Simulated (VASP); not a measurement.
Input of a VASP 6.6.1 run:

The input INCAR:

```
SYSTEM = GaAs
ALGO = Normal ; EDIFF = 1E-6
ENCUT = 520 ; GGA = PS
ISIF = 2 ; ISMEAR = 0
LASPH = .TRUE. ; LCHARG = .FALSE.
LREAL = .FALSE. ; LWAVE = .FALSE.
NBANDS = 16 ; NELM = 60
PREC = Accurate ; SIGMA = 0.01
```

KPOINTS

```
k-points
0
G
  8 8 8
  0 0 0
```

File POSCAR:

```
GaAs
1.0
    0.0000000000      2.7262406153      2.7262406153
    2.7262406153      0.0000000000      2.7262406153
    2.7262406153      2.7262406153      0.0000000000
Ga As
1 1
Direct
    0.0000000000      0.0000000000      0.0000000000
    0.7500000000      0.7500000000      0.7500000000
```

Potentials or basis: VASP PAW PBE potentials, release 64 (Ga_d, As).

Command:

```console
$ cat potpaw_PBE.64/Ga_d/POTCAR potpaw_PBE.64/As/POTCAR > POTCAR
$ mpirun -np 1 vasp_std > vasp.out
```

Q: What does it give for the band gap on the k mesh?

A: 1.12 eV, indirect (least direct gap 1.30 eV).

Q: What does it give for the pressure?

A: 10.3 GPa.

Caveat: the PAW data sets were made with another functional, which shifts forces and pressure a little. PBEsol gaps usually lie below the measured ones, often by a third to a half.
